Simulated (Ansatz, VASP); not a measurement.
PbSe in VASP and in Ansatz

```xyz
2
Lattice="0.0000 3.0606 3.0606 3.0606 0.0000 3.0606 3.0606 3.0606 0.0000" Properties=species:S:1:pos:R:3 pbc="T T T"
Pb    0.0000    0.0000    0.0000
Se    3.0606    3.0606    3.0606
```

Alike in both runs: task single point; functional PBE0; k mesh 6 × 6 × 6; occupations fermi-dirac, width 0.05 eV; no spin polarisation.

|  | VASP | Ansatz |
| --- | --- | --- |
| version | VASP 6.6.1 | Ansatz 0.2.0 |
| potentials or method | VASP PAW PBE potentials, release 64 (Pb_d, Se), cutoff 520 eV | all-electron PAW datasets made for the crystal |

|  | VASP | Ansatz | Ansatz less VASP |
| --- | --- | --- | --- |
| gap on the k mesh at the Fermi level (eV) | 1.28 | 1.23 | -0.053 |
| least direct gap on the mesh (eV) | 1.28 | 1.23 | -0.053 |
| pressure (GPa) | 1.2 | 1.4 | +0.17 |

Ansatz ran all-electron here, and VASP with PAW potentials.

Spin-orbit coupling is off throughout.
